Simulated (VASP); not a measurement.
The system is MgH.

```xyz
4
Lattice="3.9143 0.0000 0.0000 0.0000 3.9143 0.0000 0.0000 0.0000 5.5356" Properties=species:S:1:pos:R:3 pbc="T T T"
Mg    0.0000    1.9571    0.0000
Mg    1.9571    0.0000    2.7678
H     1.9571    1.9571    1.3839
H     1.9571    1.9571    4.1517
```

This cell differs from its parent crystal: atoms taken out.

| Property | Result |
| --- | --- |
| Program | VASP 6.6.1 |
| Task | relaxation of cell and atoms |
| Functional | PBE |
| Potentials or basis | VASP PAW PBE potentials, release 64 (Mg, H) |
| Cutoff | 600 eV |
| k mesh | 4 × 4 × 4 |
| Occupations | gaussian, width 0.1 eV |
| Spin | no spin polarisation |

At the start: pressure -8.9 GPa; volume 21.20 Å³/atom.

Problem. How do energy, volume and symmetry change on relaxing?

Solution. Over 7 steps the energy falls by 373.0 meV/atom and the volume is 12.72 Å³/atom (-40.0 %); space group P4_2/mmc (No. 131, to 0.1 Å) before and after.

Step by step:
```csv
step,energy change (eV),largest force (eV/Å),pressure (GPa),volume (Å³)
1,0.0000,0.0000,-8.88,84.81
2,-0.7634,0.0000,-8.36,71.18
3,-0.8722,0.0000,20.55,39.07
4,-1.4210,0.0000,-3.77,55.88
5,-1.4879,0.0000,1.02,49.81
6,-1.4904,0.0000,0.01,50.83
7,-1.4920,0.0000,-0.05,50.89
```

Final structure:
```
Mg H
1.0
     3.37903    0.00000    0.00000
     0.00000    3.37903    0.00000
     0.00000    0.00000    4.45714
Mg H
2 2
Direct
  0.00000 0.50000 0.00000
  0.50000 0.00000 0.50000
  0.50000 0.50000 0.25000
  0.50000 0.50000 0.75000
```

Caveat: the k points lie up to 0.46 Å⁻¹ apart in the final cell, too coarse for converged energies and pressures of a metal; the cell differs from its parent crystal (atoms taken out); the volume moved by over 15 % at a fixed basis, so the end points are rough.
